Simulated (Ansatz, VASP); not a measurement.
## Zn3SnO: VASP beside Ansatz

```
Sn O Zn
1.0
     4.28000    0.00000    0.00000
     0.00000    4.28000    0.00000
     0.00000    0.00000    4.28000
Sn O Zn
1 1 3
Direct
  0.00000 0.00000 0.00000
  0.50000 0.50000 0.50000
  0.50000 0.50000 0.00000
  0.50000 0.00000 0.50000
  0.00000 0.50000 0.50000
```

Alike in both runs: task single point; functional r2SCAN; k mesh 4 × 4 × 4; occupations gaussian, width 0.05 eV; no spin polarisation.

|  | VASP | Ansatz |
| --- | --- | --- |
| version | VASP 6.6.1 | Ansatz 0.2.0 |
| potentials or method | VASP PAW PBE potentials, release 64 (Sn_d, O, Zn), cutoff 520 eV | scalar-relativistic, plane waves, PAW |
| valence electrons in the cell | 56 | 56 |

```csv
,VASP,Ansatz,Ansatz less VASP
gap on the k mesh at the Fermi level (eV),none,none,-
pressure (GPa),0.2,-0.2,-0.37
```

VASP's potentials were made for PBE, not for r2SCAN. A gap of «none» marks a metal or a gap that the smearing closes. The functional is the same, so the differences come from potentials, cutoffs and numerics.

The k mesh is coarse, so the values compare programs but aren't converged.
